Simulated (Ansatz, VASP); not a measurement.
One calculation of In2S, two programs

```xyz
6
Lattice="0.0081 3.9722 -0.0098 0.0002 -0.0135 5.4281 7.8506 0.0172 0.0002" Properties=species:S:1:pos:R:3 pbc="T T T"
In    1.9628    0.0019    3.5871
In    5.8879    0.0095    3.5868
In    3.9277    1.9799    1.8339
In    0.0058    1.9928    1.8336
S     3.9257   -0.0090    0.0026
S    -0.0002    0.0044    0.0026
```

Change from the starting cell: cell x2, atoms moved at random (sigma 0.1 Å) and cell strained at random (1.5 %), then relaxed without symmetry.

Alike in both runs: functional PBE; k mesh 6 × 4 × 4; occupations gaussian, width 0.2 eV; no spin polarisation.

Ansatz relaxed the structure, and its values are those at the end. VASP's run is a single point on that final structure, the one shown.

|  | VASP | Ansatz |
| --- | --- | --- |
| version | VASP 6.6.1 | Ansatz 0.2.0 |
| potentials or method | VASP PAW PBE potentials, release 64 (In_d, S), cutoff 520 eV | scalar-relativistic, plane waves, PAW |
| valence electrons in the cell | 64 | 64 |

|  | VASP | Ansatz | Ansatz less VASP |
| --- | --- | --- | --- |
| gap on the k mesh at the Fermi level (eV) | none | none | - |
| pressure (GPa) | 0.0 | 0.0 | +0.03 |
| rms of the force components (eV/Å) | 0.009 | 0.006 | -0.0030 |

A gap of «none» marks a metal or a gap that the smearing closes.
